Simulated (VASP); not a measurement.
Write the native input for VASP 6.6.1 that does the following.

```
Task                   : electric field gradients
Functional             : PBE
Potentials or basis    : VASP PAW PBE potentials, release 64 (Na_pv, I)
Cutoff                 : 520 eV
k mesh                 : 10 × 10 × 10
Occupations            : fermi-dirac, width 0.05 eV
Spin                   : no spin polarisation
Dipole correction      : no
Further INCAR settings : ALGO = Normal; EDIFF = 1e-08; NBANDS = 14
```

The structure of NaI (zincblende type) lies in POSCAR:

```
NaI
1.0
   -0.0358137864      3.5813786433      3.5813786433
    3.5813786433     -0.0358137864      3.5813786433
    3.5455648568      3.5455648568      0.0000000000
Na I
1 1
Direct
    0.0000000000      0.0000000000      0.0000000000
    0.2500000000      0.2500000000      0.2500000000
```

This cell differs from its parent crystal: xy shear strain of -2 %.

These files were run (other wordings do the same):

INCAR

```
  PREC = Accurate
  ENCUT = 520
  EDIFF = 1E-8
  ISMEAR = -1
  SIGMA = 0.05
  LREAL = F
  LASPH = T
  NELM = 80
  ALGO = Normal
  ISIF = 2
  LWAVE = F
  LCHARG = F
  GGA = PE
  LEFG = T
  NBANDS = 14
```

KPOINTS

```
Automatic mesh
0
Gamma
  10 10 10
```

Potentials or basis: VASP PAW PBE potentials, release 64 (Na_pv, I).

The run is started by

```bash
$ cat potpaw_PBE.64/Na_pv/POTCAR potpaw_PBE.64/I/POTCAR > POTCAR
$ mpirun -np 1 vasp_std > vasp.out
```

It gave:

The pressure is 0.0 GPa. The largest force is 0.040 eV/Å and the band gap on the k mesh is 3.75 eV, direct.

Caveat: the cell differs from its parent crystal (xy shear strain of -2 %); without QUAD_EFG the Cq values of the log hold for a quadrupole moment of 1 mb, not for the nuclei; spin-orbit coupling is left out, which moves the levels of the heavy elements.

Wall time 110 s on 1 thread of Intel(R) Xeon(R) 6975P-C (Granite Rapids) (shared host), peak memory 0.38 GiB.
